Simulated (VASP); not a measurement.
Write the native input for VASP 6.6.1 that does the following.

| Property | Result |
| --- | --- |
| Task | single point |
| Functional | PBE |
| Potentials or basis | VASP PAW PBE potentials, release 64 (Y_sv, F) |
| Cutoff | 520 eV |
| k mesh | 6 × 6 × 6 |
| Occupations | gaussian, width 0.2 eV |
| Spin | no spin polarisation |
| Dipole correction | no |
| Further INCAR settings | ALGO = Normal; EDIFF = 1e-07; NBANDS = 32 |

The structure of Y3F2 lies in POSCAR:

```
Y3F2
1.0
   -1.8405069473      1.8405069473      8.3855346852
    1.8405069473     -1.8405069473      8.3855346852
    1.8405069473      1.8405069473     -8.3855346852
Y F
3 2
Direct
    0.3428034313      0.3428034313      0.0000000000
    0.6571965687      0.6571965687      0.0000000000
    0.0000000000      0.0000000000      0.0000000000
    0.2500000000      0.7500000000      0.5000000000
    0.7500000000      0.2500000000      0.5000000000
```

The input as run:

INCAR

```
SYSTEM = Y3F2
PREC = Accurate
ENCUT = 520
EDIFF = 1E-7
ISMEAR = 0
SIGMA = 0.2
LREAL = .FALSE.
LASPH = .TRUE.
NELM = 100
ALGO = Normal
ISIF = 2
LWAVE = .FALSE.
LCHARG = .FALSE.
GGA = PE
NBANDS = 32
```

KPOINTS

```
regular mesh
0
G
  6 6 6
  0 0 0
```

Potentials or basis: VASP PAW PBE potentials, release 64 (Y_sv, F).

Launch:

```bash
$ cat potpaw_PBE.64/Y_sv/POTCAR potpaw_PBE.64/F/POTCAR > POTCAR
$ mpirun -np 1 vasp_std > vasp.out
```

Results of the run:

```json
{"Pressure": "0.0 GPa", "Largest force": "0.068 eV/Å", "Band gap on the k mesh": "zero (an odd number of electrons rules out a gap without spin polarisation)"}
```

Caveat: an odd number of electrons without spin polarisation forces a metal; a magnetic or distorted state may lie lower.

It took 20 min on 1 thread of Intel Xeon 8259CL, on a shared host, peak memory 0.75 GiB.
